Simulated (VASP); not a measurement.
Wanted: the native input for a VASP 6.6.1 run.

```
Task                   : single point
Functional             : r2SCAN
Potentials or basis    : VASP PAW PBE potentials, release 64 (Si, Ni, O)
Cutoff                 : 520 eV
k mesh                 : 3 × 3 × 2
Occupations            : fermi-dirac, width 0.05 eV
Spin                   : collinear spin, ferromagnetic start
Starting moments       : [0.0, 0.0, 0.0, 0.2, 0.0, 0.0, 0.0, 0.0, 0.0, 0.0, 0.0, 0.0] μB
Dipole correction      : no
Further INCAR settings : ALGO = Normal; EDIFF = 1e-06; NBANDS = 51
```

The system is Si3NiO8 (a cell with a defect).

```
Si Ni O
1.0
     4.59900    0.00000    0.00000
     0.00000    4.59900    0.00000
     0.00000    0.00000    6.13000
Si Ni O
3 1 8
Direct
  0.33960 0.33960 0.00000
  0.16040 0.83960 0.25000
  0.66040 0.66040 0.50000
  0.83960 0.16040 0.75000
  0.22380 0.18000 0.21640
  0.32000 0.72380 0.46640
  0.77620 0.82000 0.71640
  0.68000 0.27620 0.96640
  0.72380 0.32000 0.53360
  0.82000 0.77620 0.28360
  0.27620 0.68000 0.03360
  0.18000 0.22380 0.78360
```

These files were run (other wordings do the same):

POSCAR

```
Si3NiO8
1.0
    4.5990000000      0.0000000000      0.0000000000
    0.0000000000      4.5990000000      0.0000000000
    0.0000000000      0.0000000000      6.1300000000
Si Ni O
3 1 8
Direct
    0.3396000000      0.3396000000      0.0000000000
    0.1604000000      0.8396000000      0.2500000000
    0.6604000000      0.6604000000      0.5000000000
    0.8396000000      0.1604000000      0.7500000000
    0.2238000000      0.1800000000      0.2164000000
    0.3200000000      0.7238000000      0.4664000000
    0.7762000000      0.8200000000      0.7164000000
    0.6800000000      0.2762000000      0.9664000000
    0.7238000000      0.3200000000      0.5336000000
    0.8200000000      0.7762000000      0.2836000000
    0.2762000000      0.6800000000      0.0336000000
    0.1800000000      0.2238000000      0.7836000000
```

INCAR.step1

```
ALGO = Normal ; EDIFF = 1E-4
ENCUT = 520 ; GGA = PE
ISMEAR = -1 ; ISPIN = 2
LASPH = T ; LCHARG = F
LMAXMIX = 4 ; LREAL = F
LWAVE = T ; MAGMOM = 0 0 0 0.2 0 0 0 0 0 0 0 0
NBANDS = 51 ; NELM = 150
PREC = Accurate ; SIGMA = 0.05
```

INCAR.step2

```
ALGO = Normal ; EDIFF = 1E-6
ENCUT = 520 ; ISIF = 2
ISMEAR = -1 ; ISPIN = 2
ISTART = 1 ; LASPH = T
LCHARG = F ; LMAXMIX = 4
LMIXTAU = T ; LORBIT = 11
LREAL = F ; LWAVE = F
MAGMOM = 0 0 0 0.2 0 0 0 0 0 0 0 0 ; METAGGA = R2SCAN
NBANDS = 51 ; NELM = 150
PREC = Accurate ; SIGMA = 0.05
```

KPOINTS

```
k-points
0
Gamma
  3 3 2
```

Potentials or basis: VASP PAW PBE potentials, release 64 (Si, Ni, O).

Launch:

```sh
$ cat potpaw_PBE.64/Si/POTCAR potpaw_PBE.64/Ni/POTCAR potpaw_PBE.64/O/POTCAR > POTCAR
$ cp INCAR.step1 INCAR
$ mpirun -np 1 vasp_std > vasp.out
$ cp INCAR.step2 INCAR
$ mpirun -np 1 vasp_std > vasp.out
```

It gave:

The pressure is 26.3 GPa and the largest force is 5.637 eV/Å. The band gap on the k mesh is zero (filled and empty bands overlap) and the net moment is 2.00 μB per cell. The site moments are Si +0.02, +0.00; Ni +1.35; O -0.00, +0.00, +0.13, +0.12 μB. The valence electrons inside the program's atomic spheres are Si 1.71, 1.70; Ni 10.52; O 5.29, 5.20.

Caveat: the k points lie up to 0.51 Å⁻¹ apart; the PAW data sets were made with another functional, which shifts forces and pressure a little; semilocal functionals often make such compounds metallic where correlation or magnetic order opens a gap, which also shifts bond lengths.

Run time: 13 min on 1 thread of Oxide Virtual Turin-like Processor (shared host), peak memory 0.32 GiB.
